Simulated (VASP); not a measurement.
Crystal: WS2 (Tungstenite).

```
W S
1.0
     3.20106    0.00000    0.00000
    -1.60053    2.77220    0.00000
     0.00000    0.00000   12.58278
W S
2 4
Cartesian
  1.6005 0.9241 9.4371
  0.0000 1.8481 3.1457
  1.6005 0.9241 4.7185
  0.0000 1.8481 11.0099
  1.6005 0.9241 1.5728
  0.0000 1.8481 7.8642
```

Base run:

| Item | Value |
| --- | --- |
| Program | VASP 6.6.1 |
| Functional | PBE |
| Dispersion | D3(BJ) |
| Potentials or basis | VASP PAW PBE potentials, release 64 (W_sv, S) |
| Cutoff | 520 eV |
| k mesh | 10 × 10 × 3 |
| Occupations | fermi-dirac, width 0.05 eV |
| Spin | no spin polarisation |

Its results: band gap on the k mesh 1.15 eV, indirect (least direct gap 2.03 eV); pressure -4.5 GPa; largest force 0.201 eV/Å.

Question: The run is repeated on the same cell with these changes: functional from PBE to RPBE. What comes out?

Answer: Band gap on the k mesh 1.20 eV, indirect (least direct gap 2.04 eV); pressure -16.7 GPa; largest force 0.688 eV/Å.

Caveats: spin-orbit coupling is left out, which moves the levels of the heavy elements; the PAW data sets were made with another functional, which shifts forces and pressure a little (some runs).

A k mesh can miss the band edges.
